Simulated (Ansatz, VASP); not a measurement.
## CoSi2 in VASP and in Ansatz

```
Co Si
1.0
     0.00000    3.00828    2.12685
     3.00828    0.00000    2.12685
     3.00828    3.00828    0.00000
Co Si
1 2
Direct
  0.00000 0.00000 0.00000
  0.25000 0.25000 0.25000
  0.75000 0.75000 0.75000
```

Alike in both runs: task single point; functional PBE; k mesh 18 × 18 × 18; occupations gaussian, width 0.15 eV; no spin polarisation.

|  | VASP | Ansatz |
| --- | --- | --- |
| version | VASP 6.6.1 | Ansatz 0.2.0 |
| potentials or method | VASP PAW PBE potentials, release 64 (Co, Si), cutoff 520 eV | scalar-relativistic, plane waves, PAW |
| valence electrons in the cell | 17 | 25 |

|  | VASP | Ansatz | Ansatz less VASP |
| --- | --- | --- | --- |
| gap on the k mesh at the Fermi level (eV) | none | none | - |
| pressure (GPa) | 14.8 | 14.9 | +0.16 |
| traceless stress, the component that is largest in VASP (GPa) | 54.32 | 54.66 | +0.344 |

A gap of «none» marks a metal or a gap that the smearing closes. With one functional, cell and mesh, what is left measures potentials, basis and numerics. VASP's potentials hold 17 valence electrons a cell and Ansatz's 25, so a difference there can come from the potentials and not from the codes.
